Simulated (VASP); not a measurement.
Wanted: the native input for a VASP 6.6.1 run.

```yaml
Task: single point
Functional: r2SCAN
Potentials_or_basis: VASP PAW PBE potentials, release 64 (Sn_d, Se)
Cutoff: 520 eV
k_mesh: 3 × 3 × 2
Occupations: fermi-dirac, width 0.086 eV
Spin: no spin polarisation
Dipole_correction: no
Further_INCAR_settings: ALGO = Normal; EDIFF = 1e-06; NBANDS = 64
```

Crystal: SnSe2.

```xyz
12
Lattice="7.6503 0.0000 0.0000 -3.8252 6.6254 0.0000 0.0000 0.0000 6.2271" Properties=species:S:1:pos:R:3 pbc="T T T"
Sn    0.0155    0.0926   -0.0199
Sn   -1.8862    3.1757    0.0187
Sn    3.8546   -0.0145    0.0314
Sn    1.8188    3.4764   -0.0689
Se    0.1884    2.1807    1.7360
Se    1.9873    1.1037    4.6553
Se   -1.7594    5.6706    1.4748
Se   -0.0303    4.3775    4.6771
Se    3.6532    2.1388    1.6158
Se    5.7900    1.0191    4.6603
Se    1.7851    5.3922    1.6125
Se    3.7203    4.4611    4.5346
```

The input as run:

POSCAR

```
SnSe2
1.0
    7.6503276808     -0.0000000001      0.0000000000
   -3.8251638404      6.6253781189      0.0000000000
    0.0000000000      0.0000000000      6.2270561301
Sn Se
4 8
Direct
    0.0090093649      0.0139755042     -0.0032011916
   -0.0068885355      0.4793249446      0.0030041483
    0.5027495169     -0.0021853847      0.0050436353
    0.5000997946      0.5247161653     -0.0110705602
    0.1892025919      0.3291495158      0.2787822952
    0.3430630881      0.1665897373      0.7475951562
    0.1979658795      0.8558866978      0.2368372742
    0.3263958244      0.6607222896      0.7510923143
    0.6389307108      0.3228223298      0.2594874635
    0.8337371626      0.1538134099      0.7483987462
    0.6402727334      0.8138765672      0.2589482038
    0.8229609932      0.6733419467      0.7282142485
```

INCAR.step1

```
SYSTEM = SnSe2
PREC = Accurate ; ENCUT = 520
ISMEAR = -1 ; SIGMA = 0.086
LREAL = .FALSE. ; LASPH = .TRUE.
NELM = 100 ; NBANDS = 64
GGA = PE ; ALGO = Normal
EDIFF = 1E-4 ; LWAVE = .TRUE.
LCHARG = .FALSE.
```

INCAR.step2

```
SYSTEM = SnSe2
PREC = Accurate ; ENCUT = 520
EDIFF = 1E-6 ; ISMEAR = -1
SIGMA = 0.086 ; LREAL = .FALSE.
LASPH = .TRUE. ; NELM = 100
ALGO = Normal ; ISIF = 2
LWAVE = .FALSE. ; LCHARG = .FALSE.
METAGGA = R2SCAN ; LMIXTAU = .TRUE.
NBANDS = 64 ; ISTART = 1
```

KPOINTS

```
Automatic mesh
0
G
  3 3 2
  0 0 0
```

Potentials or basis: VASP PAW PBE potentials, release 64 (Sn_d, Se).

The run is started by

```console
$ cat potpaw_PBE.64/Sn_d/POTCAR potpaw_PBE.64/Se/POTCAR > POTCAR
$ cp INCAR.step1 INCAR
$ mpirun -np 1 vasp_std > vasp.out
$ cp INCAR.step2 INCAR
$ mpirun -np 1 vasp_std > vasp.out
```

It gave:

| Property | Result |
| --- | --- |
| Pressure | 1.5 GPa |
| Largest force | 2.331 eV/Å |
| Band gap on the k mesh | 0.32 eV, indirect (least direct gap 0.43 eV) |

Caveat: the k points lie up to 0.50 Å⁻¹ apart; the PAW data sets were made with another functional, which shifts forces and pressure a little; spin-orbit coupling is left out, which moves the levels of the heavy elements.

It took 17 min on 1 thread of AMD EPYC 7R43 64-Core Processor (Zen 3), with other jobs on the host, peak memory 0.48 GiB.
